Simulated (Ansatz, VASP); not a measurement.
## TiZn: VASP beside Ansatz

```
CELL_PARAMETERS angstrom
3.12375 0.00000 0.00000
0.00000 3.12375 0.00000
0.00000 0.00000 3.12375
ATOMIC_POSITIONS crystal
Ti 0.50000 0.50000 0.50000
Zn 0.00000 0.00000 0.00000
```

Alike in both runs: task single point; functional LDA; k mesh 6 × 6 × 6; occupations gaussian, width 0.1 eV; no spin polarisation.

|  | VASP | Ansatz |
| --- | --- | --- |
| version | VASP 6.6.1 | Ansatz 0.2.0 |
| potentials or method | VASP PAW LDA potentials, release 64 (Ti_sv, Zn), cutoff 500 eV | scalar-relativistic, plane waves, PAW |
| valence electrons in the cell | 24 | 24 |

```tsv
	VASP	Ansatz	Ansatz less VASP
gap on the k mesh at the Fermi level (eV)	none	none	-
pressure (GPa)	-6.7	-7.1	-0.42
```

LDA's correlation is that of Perdew and Zunger in VASP and of Perdew and Wang (1992) in Ansatz. A gap of «none» marks a metal or a gap that the smearing closes.
